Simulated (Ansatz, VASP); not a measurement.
**One calculation of Te2Mo, two programs**

File INCAR:

```
SYSTEM = Te2Mo
ALGO = Normal ; EDIFF = 1E-6
ENCUT = 520 ; GGA = PE
ISIF = 2 ; ISMEAR = -1
LASPH = .True. ; LCHARG = .False.
LREAL = .False. ; LWAVE = .False.
NBANDS = 35 ; NELM = 100
PREC = Accurate ; SIGMA = 0.05
```

KPOINTS

```
k-points
0
Gamma
  9 9 2
  0 0 0
```

File POSCAR:

```
Te2Mo
1.0
    3.5872018318      0.0000000000      0.0000000000
   -1.7936009159      3.1066079149      0.0000000000
    0.0000000000      0.0000000000     14.2476617354
Te Mo
4 2
Direct
    0.6666666667      0.3333333333      0.3790000000
    0.3333333333      0.6666666667      0.8790000000
    0.6666666667      0.3333333333      0.1210000000
    0.3333333333      0.6666666667      0.6210000000
    0.6666666667      0.3333333333      0.7500000000
    0.3333333333      0.6666666667      0.2500000000
```

The input input.yaml:

```yaml
crystal:
  lattice:
    - [3.5872018318, 0.0, 0.0]
    - [-1.7936009159, 3.1066079149, 0.0]
    - [0.0, 0.0, 14.2476617354]
  atoms:
    - { symbol: Te, position: [0.6666666667, 0.3333333333, 0.379] }
    - { symbol: Te, position: [0.3333333333, 0.6666666667, 0.879] }
    - { symbol: Te, position: [0.6666666667, 0.3333333333, 0.121] }
    - { symbol: Te, position: [0.3333333333, 0.6666666667, 0.621] }
    - { symbol: Mo, position: [0.6666666667, 0.3333333333, 0.75] }
    - { symbol: Mo, position: [0.3333333333, 0.6666666667, 0.25] }
hamiltonian:
  xc: pbe
  pseudopotentials: { kind: paw, partial_waves: polarizable }
kpoints:
  mp_grid: { grid: [9, 9, 2] }
scf:
  occupations: { method: fermi_dirac, width: 0.05 }
output:
  forces: true
  stress: true
  eigenvalues: true
```

Alike in both runs: task single point; functional PBE; k mesh 9 × 9 × 2; occupations fermi-dirac, width 0.05 eV; no spin polarisation.

|  | VASP | Ansatz |
| --- | --- | --- |
| version | VASP 6.6.1 | Ansatz 0.2.0 |
| potentials or method | VASP PAW PBE potentials, release 64 (Te, Mo_sv) | Ansatz PAW polarizable |
| plane-wave cutoff (eV) | 520 | 420 |
| valence electrons in the cell | 52 | 92 |

```tsv
	VASP	Ansatz	Ansatz less VASP
gap on the k mesh at the Fermi level (eV)	0.80	0.81	+0.005
least direct gap on the mesh (eV)	0.96	0.96	0.000
pressure (GPa)	-2.5	-2.5	0.00
traceless stress, the component that is largest in VASP (GPa)	-0.39	-0.43	-0.042
rms of the force components (eV/Å)	0.263	0.268	+0.0056
```

Atom by atom the forces differ by 0.006 eV/Å (rms over components). VASP's potentials hold 52 valence electrons a cell and Ansatz's 92, so a difference there can come from the potentials and not from the codes.

Neither program's run includes spin-orbit coupling. Noted on Ansatz's run: odd divisions of the mesh miss points on the zone boundary, where band edges often lie, so the gap on the mesh can be too wide.
